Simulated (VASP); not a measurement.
# BN (F-43m) in VASP: a series of runs

BN is run at these levels: PBE-based screened hybrid with 10 % exact exchange, PBE-based global hybrid with 35 % exact exchange, PBE-based screened hybrid with 75 % exact exchange; tasks: single point.

All numbers are computed with VASP 6.6.1; they aren't measurements. Logs are shortened: lines on timing, memory, paths and dates and some standing lists are left out, and cuts for length are marked.

### Step 1. The cell of the first run

It takes space group F-43m (No. 216, cubic). The conventional cell has a = 3.610 Å, b = 3.610 Å, c = 3.610 Å, α = 90.00°, β = 90.00°, γ = 90.00°. B (site symmetry -43m) has 4 N at 1.56 Å within 2.1 Å. Within 2.1 Å of N (site symmetry -43m) lie 4 B at 1.56 Å.

### Step 2. Single point, PBE-based screened hybrid with 10 % exact exchange

POSCAR reads:

```
BN
1.0
    0.0000000000      1.8048254497      1.8048254497
    1.8048254497      0.0000000000      1.8048254497
    1.8048254497      1.8048254497      0.0000000000
B N
1 1
Direct
    0.0000000000      0.0000000000      0.0000000000
    0.2500000000      0.2500000000      0.2500000000
```

INCAR.step1 reads:

```
ALGO     = Normal         # electronic algorithm
EDIFF    = 1E-5           # SCF threshold, eV
ENCUT    = 520            # plane-wave cutoff, eV
GGA      = PE             # functional
ISIF     = 2              # what is computed and relaxed
ISMEAR   = 0              # smearing method
LASPH    = T              # aspherical terms in the spheres
LCHARG   = F              # write CHGCAR
LREAL    = F              # projectors in reciprocal space
LWAVE    = T              # write WAVECAR
NBANDS   = 11             # bands
NELM     = 100            # most SCF steps
PREC     = Accurate       # precision mode
SIGMA    = 0.01           # smearing width, eV
```

INCAR.step2 reads:

```
AEXX     = 0.1            # exact-exchange fraction
ALGO     = Normal         # electronic algorithm
EDIFF    = 1E-6           # SCF threshold, eV
ENCUT    = 520            # plane-wave cutoff, eV
GGA      = PE             # functional
HFSCREEN = 0.5            # screening, 1/A
ISIF     = 2              # what is computed and relaxed
ISMEAR   = 0              # smearing method
ISTART   = 1            
LASPH    = T              # aspherical terms in the spheres
LCHARG   = F              # write CHGCAR
LHFCALC  = T              # exact exchange
LREAL    = F              # projectors in reciprocal space
LWAVE    = F              # write WAVECAR
NBANDS   = 11             # bands
NELM     = 100            # most SCF steps
PREC     = Accurate       # precision mode
PRECFOCK = Normal       
SIGMA    = 0.01           # smearing width, eV
```

KPOINTS reads:

```
k-points
0
Gamma
  6 6 6
```

Potentials or basis: VASP PAW PBE potentials, release 64 (B, N).

Command:

```
cat potpaw_PBE.64/B/POTCAR potpaw_PBE.64/N/POTCAR > POTCAR
cp INCAR.step1 INCAR
mpirun -np 1 vasp_std > vasp.out
cp INCAR.step2 INCAR
mpirun -np 1 vasp_std > vasp.out
```

OUTCAR:

```text
AEXX = 0.1
   EDIFF = 1E-6
   ENCUT = 520
   GGA = PE
   HFSCREEN = 0.5
   ISIF = 2
   ISMEAR = 0
   ISTART = 1
   LASPH = T
   LHFCALC = T
   LREAL = F
   NELM = 100
   PREC = Accurate
   PRECFOCK = Normal

 ion  position               nearest neighbor table
   1  0.000  0.000  0.000-   2 1.56   2 1.56   2 1.56   2 1.56
   2  0.250  0.250  0.250-   1 1.56   1 1.56   1 1.56   1 1.56

  LATTYP: Found a face centered cubic cell.
 ALAT       =     3.6096508994

  Lattice vectors:

 A1 = (   0.0000000000,   1.8048254497,   1.8048254497)
 A2 = (   1.8048254497,   0.0000000000,   1.8048254497)
 A3 = (   1.8048254497,   1.8048254497,   0.0000000000)

Analysis of symmetry for initial positions (statically):
=====================================================================
 Subroutine PRICEL returns:
 Original cell was already a primitive cell.

 Routine SETGRP: Setting up the symmetry group for a
 face centered cubic supercell.

 Subroutine GETGRP returns: Found 24 space group operations
 (whereof 24 operations were pure point group operations)
 out of a pool of 48 trial point group operations.

The static configuration has the point symmetry T_d .

Analysis of symmetry for dynamics (positions and initial velocities):
=====================================================================
 Subroutine PRICEL returns:
 Original cell was already a primitive cell.

 Routine SETGRP: Setting up the symmetry group for a
 face centered cubic supercell.

 Subroutine GETGRP returns: Found 24 space group operations
 (whereof 24 operations were pure point group operations)
 out of a pool of 48 trial point group operations.

The dynamic configuration has the point symmetry T_d .

 Subroutine INISYM returns: Found 24 space group operations
 (whereof 24 operations are pure point group operations),
 and found     1 'primitive' translations

----------------------------------------------------------------------------------------

                                     Primitive cell

  volume of cell :      11.7581

  direct lattice vectors                    reciprocal lattice vectors
     0.000000000  1.804825450  1.804825450    -0.277035101  0.277035101  0.277035101
     1.804825450  0.000000000  1.804825450     0.277035101 -0.277035101  0.277035101
     1.804825450  1.804825450  0.000000000     0.277035101  0.277035101 -0.277035101

  length of vectors
     2.552408629  2.552408629  2.552408629     0.479838870  0.479838870  0.479838870

  position of ions in fractional coordinates (direct lattice)
     0.000000000  0.000000000  0.000000000
     0.250000000  0.250000000  0.250000000

  ion indices of the primitive-cell ions
   primitive index   ion index
                 1           1
                 2           2

----------------------------------------------------------------------------------------

 KPOINTS: k-points

Automatic generation of k-mesh.
 Grid dimensions read from file:
 generate k-points for:    6    6    6

 Generating k-lattice:

  Cartesian coordinates                     Fractional coordinates (reciprocal lattice)
    -0.046172517  0.046172517  0.046172517     0.166666667  0.000000000  0.000000000
     0.046172517 -0.046172517  0.046172517     0.000000000  0.166666667  0.000000000
     0.046172517  0.046172517 -0.046172517     0.000000000  0.000000000  0.166666667

  Length of vectors
     0.079973145  0.079973145  0.079973145

  Shift w.r.t. Gamma in fractional coordinates (k-lattice)
     0.000000000  0.000000000  0.000000000

 Subroutine IBZKPT returns following result:
 ===========================================

 Found     16 irreducible k-points:

 Following reciprocal coordinates:
            Coordinates               Weight
  0.000000  0.000000  0.000000      1.000000
  0.166667  0.000000  0.000000      8.000000
  0.333333  0.000000  0.000000      8.000000
  0.500000  0.000000  0.000000      4.000000
  0.166667  0.166667  0.000000      6.000000
  0.333333  0.166667  0.000000     24.000000
[... 8 lines left out ...]
 -0.333333  0.333333  0.166667     24.000000
 -0.333333  0.500000  0.166667     12.000000
   k-points           NKPTS =     16   k-points in BZ     NKDIM =    216   number of bands    NBANDS=     11
   number of dos      NEDOS =    301   number of ions     NIONS =      2
   total plane-waves  NPLWV =   8000
   dimension x,y,z NGX =    20 NGY =   20 NGZ =   20
   dimension x,y,z NGXF=    40 NGYF=   40 NGZF=   40
   ions per type =               1   1
   NGX,Y,Z   is equivalent  to a cutoff of  13.03, 13.03, 13.03 a.u.
   NGXF,Y,Z  is equivalent  to a cutoff of  26.05, 26.05, 26.05 a.u.
 SYSTEM =  unknown system
   PREC   = accura    normal or accurate (medium, high low for compatibility)
   ISTART =      1    job   : 0-new  1-cont  2-samecut
   ICHARG =      0    charge: 1-file 2-atom 10-const
   ISPIN  =      1    spin polarized calculation?
   LNONCOLLINEAR =      F non collinear calculations
   LSORBIT =      F    spin-orbit coupling
   LASPH  =      T    aspherical Exc in radial PAW
   ENCUT  =  520.0 eV  38.22 Ry    6.18 a.u.   4.75  4.75  4.75*2*pi/ulx,y,z
   NELM   =    100;   NELMIN=  2; NELMDL=  0     # of ELM steps
   EDIFF  = 0.1E-05   stopping-criterion for ELM
   LREAL  =      F    real-space projection
   EDIFFG = 0.1E-04   stopping-criterion for IOM
   NSW    =      0    number of steps for IOM
   IBRION =     -1    ionic relax: 0-MD 1-quasi-New 2-CG
   NFREE  =      0    steps in history (QN), initial steepest desc. (CG)
   ISIF   =      2    stress and relaxation
   ISYM   =      3    0-nonsym 1-usesym 2-fastsym
   POTIM  = 0.5000    time-step for ionic-motion
   TEBEG  =    0.0;   TEEND  =   0.0 temperature during run
   PSTRESS=    0.0 pullay stress
   NELECT =       8.0000    total number of electrons
   NUPDOWN=      -1.0000    fix difference up-down
   EMIN   =  10.00;   EMAX   =-10.00  energy-range for DOS
   EFERMI =   0.00;   METHOD = LEGACY
   ISMEAR =     0;   SIGMA  =   0.01  broadening in eV -4-tet -1-fermi 0-gaus
   EFERMI_NEDOS =   21; number of points for ismear=-14 and -15
   IALGO  =     38    algorithm
   IMIX   =      1    mixing-type and parameters
     AMIX     =   0.40;   BMIX     =  1.00
     AMIX_MAG =   1.60;   BMIX_MAG =  1.00
  volume/ion in A,a.u.               =       5.88        39.67
  Fermi-wavevector in a.u.,A,eV,Ry     =   1.439880  2.720979 28.208337  2.073254
  Thomas-Fermi vector in A             =   2.558686
   LORBIT       =      0    0 simple, 1 ext, 2 COOP (PROOUT), +10 PAW based schemes
   GGA     = PE    functional components
   LHFCALC =     T    Hartree Fock is set to
   PRECFOCK=normal    Normal, Fast or Accurate (Low or Medium for compatibility)
   ENCUT4O =  -1.0   cutoff for four orbital integrals eV
   NKREDX  =     1    reduce k-point grid by
   NKREDY  =     1    reduce k-point grid by
   NKREDZ  =     1    reduce k-point grid by
   AEXX    =    0.1000 exact exchange contribution
   HFSCREEN=    0.5000 screening length (either q_TF or 0.3 A-1)
   HFSCREENC=   0.5000 screening length for correlation (either q_TF or 0.3 A-1)
   ENCUTFOCK=  -1.0 apply spherical cutoff to Coloumb kernel
   IVDW    =     0    specifies the selected vdW correction
   LEPSILON=     F    determine dielectric tensor
   LRPA    =     F    only Hartree local field effects (RPA)
 non-spin polarized calculation
 Gauss-broadening in eV      SIGMA  =   0.01
  energy-cutoff  :      520.00
  volume of cell :       11.76
 maximum number of plane-waves:       332
  NGX = 16; NGY = 16; NGZ = 16

 number of electron       7.9999999 magnetization

 Free energy of the ion-electron system (eV)
  ---------------------------------------------------
  ext. energy  EPLUGINS =         0.00000000
  ---------------------------------------------------
  free energy    TOTEN  =       -18.15161098 eV

  energy without entropy =      -18.15161098  energy(sigma->0) =      -18.15161098

 E-fermi :   7.3656     XC(G=0): -12.0862

 val. band max:        7.2639000828   @ k =   0.0000   0.0000   0.0000
 cond. band min:      12.0068919238   @ k =   0.5000   0.5000   0.0000
 fundamental gap:      4.7429918411
 Fermi energy:         7.3656357016

 k-point     1 :       0.0000    0.0000    0.0000
  band No.  band energies     occupation
      1     -13.6475      2.00000
      2       7.2639      2.00000
      3       7.2639      2.00000
      4       7.2639      2.00000
      5      16.5164      0.00000
      6      16.5164      0.00000
      7      16.5164      0.00000
      8      18.1123      0.00000
      9      32.5902      0.00000
     10      35.5671      0.00000
     11      35.5671      0.00000

 k-point     2 :       0.1667    0.0000    0.0000
  band No.  band energies     occupation
      1     -12.9560      2.00000
      2       4.1708      2.00000
      3       6.6285      2.00000
      4       6.6285      2.00000
      5      17.0477      0.00000
      6      17.4516      0.00000
      7      17.4516      0.00000
      8      20.0523      0.00000
      9      31.7451      0.00000
     10      31.7451      0.00000
     11      31.7881      0.00000

 k-point     3 :       0.3333    0.0000    0.0000
  band No.  band energies     occupation
      1     -11.0345      2.00000
      2      -0.8350      2.00000
      3       5.6604      2.00000
      4       5.6604      2.00000
      5      17.6199      0.00000
      6      18.3835      0.00000
      7      18.3835      0.00000
      8      22.3905      0.00000
      9      31.0394      0.00000
     10      32.1855      0.00000
     11      32.1855      0.00000

 k-point     4 :       0.5000    0.0000    0.0000
  band No.  band energies     occupation
      1      -9.3049      2.00000
      2      -3.7409      2.00000
      3       5.2687      2.00000
      4       5.2687      2.00000
      5      17.8589      0.00000
      6      18.4251      0.00000
      7      18.4251      0.00000
      8      23.1048      0.00000
      9      31.3175      0.00000
     10      34.7769      0.00000
     11      34.8091      0.00000
[... 127 lines left out ...]
 k-point    14 :       0.5000    0.3333    0.1667
  band No.  band energies     occupation
      1      -9.5017      2.00000
      2      -0.4032      2.00000
      3       1.6685      2.00000
      4       3.6283      2.00000
      5      16.4341      0.00000
      6      19.6079      0.00000
      7      20.9640      0.00000
      8      23.4630      0.00000
      9      27.5504      0.00000
     10      33.5176      0.00000
     11      36.1584      0.00000

 k-point    15 :      -0.3333    0.3333    0.1667
  band No.  band energies     occupation
      1      -8.1303      2.00000
      2      -1.9521      2.00000
      3       1.0237      2.00000
      4       2.6481      2.00000
      5      17.1456      0.00000
      6      19.5575      0.00000
      7      22.8472      0.00000
      8      24.3008      0.00000
      9      25.8903      0.00000
     10      33.6813      0.00000
     11      35.9909      0.00000

 k-point    16 :      -0.3333    0.5000    0.1667
  band No.  band energies     occupation
      1      -7.6603      2.00000
      2      -1.1850      2.00000
      3       0.8903      2.00000
      4       0.9565      2.00000
      5      15.3911      0.00000
      6      19.7167      0.00000
      7      22.9642      0.00000
      8      24.7103      0.00000
      9      27.5356      0.00000
     10      33.8607      0.00000
     11      38.0754      0.00000

------------------------ aborting loop because EDIFF is reached ----------------------------------------

  FORCE on cell =-STRESS in cart. coord.  units (eV):
  Direction    XX          YY          ZZ          XY          YZ          ZX
  --------------------------------------------------------------------------------------
  -------------------------------------------------------------------------------------
  Total        0.1446884      0.1446884      0.1446884      0.0000000     -0.0000000      0.0000000
  in kB       19.7155336     19.7155336     19.7155336      0.0000000     -0.0000000      0.0000000
  external PRESSURE =      19.7155336 kB  Pullay stress =       0.0000000 kB

 VOLUME and BASIS-vectors are now :
 -----------------------------------------------------------------------------
  energy-cutoff  :      520.00
  volume of cell :       11.76
      direct lattice vectors                 reciprocal lattice vectors
     0.000000000  1.804825450  1.804825450    -0.277035101  0.277035101  0.277035101
     1.804825450  0.000000000  1.804825450     0.277035101 -0.277035101  0.277035101
     1.804825450  1.804825450  0.000000000     0.277035101  0.277035101 -0.277035101

 POSITION                                       TOTAL-FORCE (eV/Angst)
 -----------------------------------------------------------------------------------
      0.00000      0.00000      0.00000         0.000000      0.000000      0.000000
      0.90241      0.90241      0.90241        -0.000000     -0.000000     -0.000000
 -----------------------------------------------------------------------------------
    total drift:                               -0.000000     -0.000001     -0.000000

  FREE ENERGIE OF THE ION-ELECTRON SYSTEM (eV)
  ---------------------------------------------------
  free  energy   TOTEN  =       -18.1516109788 eV

  energy  without entropy=      -18.1516109788  energy(sigma->0) =      -18.15161098
```

It took 3.6 min on 1 thread of Intel Xeon 8259CL, shared host; peak memory 0.22 GiB.

What came out:

```
Free energy            : -18.1516 eV
Pressure               : 2.0 GPa
Band gap on the k mesh : 4.74 eV (least direct gap 9.25 eV)
```

Levels at points of the mesh, in eV from the valence-band top:
```tsv
k point	band 2	band 3	band 4	band 5	band 6	band 7
(0.00, 0.00, 0.00)	0.00	0.00	0.00	9.25	9.25	9.25
(0.50, 0.00, 0.00)	-11.00	-2.00	-2.00	10.59	11.16	11.16
(0.50, 0.50, 0.00)	-9.20	-5.05	-5.05	4.74	9.58	18.66
```

Caveat: the k points lie up to 0.50 Å⁻¹ apart; the PAW data sets were made with another functional, which shifts forces and pressure a little.

### Step 3. Single point, PBE-based global hybrid with 35 % exact exchange

POSCAR is that of step 2.

INCAR.step1 reads:

```
PREC = Accurate ; ENCUT = 520
EDIFF = 1E-5 ; ISMEAR = 0
SIGMA = 0.01 ; LREAL = F
LASPH = T ; NELM = 60
ALGO = Normal ; ISIF = 2
LWAVE = T ; GGA = PE
NBANDS = 11
```

INCAR.step2 reads:

```
PREC = Accurate ; ENCUT = 520
EDIFF = 1E-6 ; ISMEAR = 0
SIGMA = 0.01 ; LREAL = F
LASPH = T ; NELM = 60
ALGO = Normal ; ISIF = 2
LWAVE = F ; LCHARG = T
GGA = PE ; LHFCALC = T
AEXX = 0.35 ; PRECFOCK = Normal
LELF = T ; LVHAR = T
ISTART = 1 ; NBANDS = 11
```

KPOINTS reads:

```
regular mesh
0
Gamma
  6 6 6
```

Potentials or basis: VASP PAW PBE potentials, release 64 (B, N).

Command:

```
cat potpaw_PBE.64/B/POTCAR potpaw_PBE.64/N/POTCAR > POTCAR
cp INCAR.step1 INCAR
mpirun -np 1 vasp_std > vasp.out
cp INCAR.step2 INCAR
mpirun -np 1 vasp_std > vasp.out
```

It took 4.8 min on 1 thread of Intel Xeon 8259CL, shared host; peak memory 0.12 GiB.

Results (log left out):

```yaml
Free_energy: -22.8396 eV
Pressure: -7.3 GPa
Band_gap_on_the_k_mesh: 7.43 eV (least direct gap 12.39 eV)
```

Levels at points of the mesh, in eV from the valence-band top:
```csv
k point,band 1,band 2,band 3,band 4,band 5,band 6,band 7,band 8,band 9
"(0.00, 0.00, 0.00)",-22.93,0.00,0.00,0.00,12.39,12.39,12.39,14.05,28.74
"(0.50, 0.00, 0.00)",-18.26,-12.07,-2.18,-2.18,13.72,14.39,14.39,19.39,27.61
"(0.50, 0.50, 0.00)",-16.72,-10.16,-5.51,-5.51,7.43,12.49,22.68,22.68,25.45
```

Caveat: the k points lie up to 0.50 Å⁻¹ apart; the PAW data sets were made with another functional, which shifts forces and pressure a little.

### Step 4. Single point, PBE-based screened hybrid with 75 % exact exchange

POSCAR is that of step 3.

INCAR.step1 reads:

```
  ALGO = Normal
  EDIFF = 1E-5
  ENCUT = 520
  GGA = PE
  ISIF = 2
  ISMEAR = 0
  LASPH = True
  LREAL = False
  LWAVE = True
  NBANDS = 11
  NELM = 100
  PREC = Accurate
  SIGMA = 0.01
```

INCAR.step2 reads:

```
  AEXX = 0.75
  ALGO = Normal
  EDIFF = 1E-7
  ENCUT = 520
  GGA = PE
  HFSCREEN = 0.1
  ISIF = 2
  ISMEAR = 0
  ISTART = 1
  LASPH = True
  LCHARG = True
  LELF = True
  LHFCALC = True
  LREAL = False
  LVHAR = True
  LWAVE = False
  NBANDS = 11
  NELM = 100
  PREC = Accurate
  PRECFOCK = Normal
  SIGMA = 0.01
```

KPOINTS reads:

```
k-points
0
Gamma
  6 6 6
```

Command:

```
cat potpaw_PBE.64/B/POTCAR potpaw_PBE.64/N/POTCAR > POTCAR
cp INCAR.step1 INCAR
mpirun -np 1 vasp_std > vasp.out
cp INCAR.step2 INCAR
mpirun -np 1 vasp_std > vasp.out
```

It took 6.7 min on 1 thread of Intel Xeon 8259CL, shared host; peak memory 0.22 GiB.

The run converged. Its results:

```
Free energy            : -27.7540 eV
Pressure               : -21.3 GPa
Band gap on the k mesh : 9.66 eV (least direct gap 15.35 eV)
```

Levels at points of the mesh, in eV from the valence-band top:
| k point | band 2 | band 3 | band 4 | band 5 | band 6 | band 7 |
| --- | --- | --- | --- | --- | --- | --- |
| (0.00, 0.00, 0.00) | 0.00 | 0.00 | 0.00 | 15.35 | 15.35 | 15.35 |
| (0.50, 0.00, 0.00) | -13.53 | -2.42 | -2.42 | 16.56 | 17.40 | 17.40 |
| (0.50, 0.50, 0.00) | -11.48 | -6.13 | -6.13 | 9.66 | 15.01 | 26.91 |

Caveat: the k points lie up to 0.50 Å⁻¹ apart; the PAW data sets were made with another functional, which shifts forces and pressure a little.

### Step 5. Overview

```tsv
level	share of exact exchange	screening parameter	gap on the mesh (eV)	pressure (GPa)
PBE-based screened hybrid with 10 % exact exchange	0.1	0.5 1/Å	4.74	2.0
PBE-based global hybrid with 35 % exact exchange	0.35	-	7.43	-7.3
PBE-based screened hybrid with 75 % exact exchange	0.75	0.1 1/Å	9.66	-21.3
```

Alike in all rows: task single point; potentials or basis VASP PAW PBE potentials, release 64 (B, N); no spin polarisation; cell as given; k mesh 6 × 6 × 6; cutoff (eV) 520; smearing gaussian 0.01 eV.

Caveats: all runs use coarse meshes; the PAW data sets were made with another functional, which shifts forces and pressure a little.

Total energies depend on the potentials used, so only differences within one code and one set of settings carry meaning.
